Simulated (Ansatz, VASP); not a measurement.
CaO: VASP beside Ansatz

POSCAR

```
CaO
1.0
    0.0000000000      2.6067317416      2.6067317416
    2.6067317416      0.0000000000      2.6067317416
    2.6067317416      2.6067317416      0.0000000000
Ca O
1 1
Direct
    0.0000000000      0.0000000000      0.0000000000
    0.2500000000      0.2500000000      0.2500000000
```

The input INCAR.step1:

```
SYSTEM = CaO
PREC = Accurate
ENCUT = 660
ISMEAR = 1
SIGMA = 0.2
LREAL = .False.
LASPH = .True.
NELM = 120
NBANDS = 15
GGA = PE
ALGO = Normal
EDIFF = 1E-5
LWAVE = .True.
LCHARG = .False.
GGA_COMPAT = .False.
```

File INCAR.step2:

```
SYSTEM = CaO
PREC = Accurate
ENCUT = 660
EDIFF = 1E-6
ISMEAR = 1
SIGMA = 0.2
LREAL = .False.
LASPH = .True.
NELM = 120
ALGO = Normal
ISIF = 2
LWAVE = .False.
LCHARG = .False.
METAGGA = R2SCAN
LMIXTAU = .True.
NBANDS = 15
ISTART = 1
GGA_COMPAT = .False.
```

Contents of KPOINTS:

```
Automatic mesh
0
Gamma
  6 6 6
  0 0 0
```

Input for Ansatz:

```yaml
crystal:
  lattice:
    - [0.0, 2.6067317416, 2.6067317416]
    - [2.6067317416, 0.0, 2.6067317416]
    - [2.6067317416, 2.6067317416, 0.0]
  atoms:
    - { symbol: Ca, position: [0.0, 0.0, 0.0] }
    - { symbol: O, position: [0.25, 0.25, 0.25] }
kpoints:
  mp_grid: { grid: [6, 6, 6] }
hamiltonian:
  xc: r2scan
scf:
  occupations: { method: cold, width: 0.2 }
  n_extra_bands: 4
output:
  forces: true
  stress: true
  eigenvalues: true
```

Alike in both runs: task single point; functional r2SCAN; k mesh 6 × 6 × 6; no spin polarisation.

```csv
,VASP,Ansatz
version,VASP 6.6.1,Ansatz 0.2.0
potentials or method,"VASP PAW PBE potentials, release 64 (Ca_sv, O)",plane waves
plane-wave cutoff (eV),660,500
occupations,"methfessel-paxton of order 1, width 0.2 eV","cold, width 0.2 eV"
valence electrons in the cell,16,16
```

|  | VASP | Ansatz | Ansatz less VASP |
| --- | --- | --- | --- |
| gap on the k mesh at the Fermi level (eV) | 3.74 | 3.76 | +0.022 |
| pressure (GPa) | 0.7 | 0.0 | -0.68 |

VASP's potentials were made for PBE, not for r2SCAN.
